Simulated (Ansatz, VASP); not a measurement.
**SrO in VASP and in Ansatz**

```
Sr O
1.0
    -0.06880    2.51110    2.51110
     2.51110   -0.06880    2.51110
     2.51110    2.51110   -0.06880
Sr O
1 1
Cartesian
  0.0000 0.0000 0.0000
  2.4767 2.4767 2.4767
```

Change from the starting cell: shear_111 strain -4.0%.

Alike in both runs: task single point; functional PBE; k mesh 8 × 8 × 8; occupations fermi-dirac, width 0.02 eV; no spin polarisation.

|  | VASP | Ansatz |
| --- | --- | --- |
| version | VASP 6.6.1 | Ansatz 0.2.0 |
| potentials or method | VASP PAW PBE potentials, release 64 (Sr_sv, O) | plane waves, PAW |
| plane-wave cutoff (eV) | 520 | 420 |
| valence electrons in the cell | 16 | 16 |

|  | VASP | Ansatz | Ansatz less VASP |
| --- | --- | --- | --- |
| gap on the k mesh at the Fermi level (eV) | 3.18 | 3.23 | +0.052 |
| pressure (GPa) | 6.5 | 5.9 | -0.67 |
| traceless stress, the component that is largest in VASP (GPa) | 1.34 | 1.34 | +0.002 |
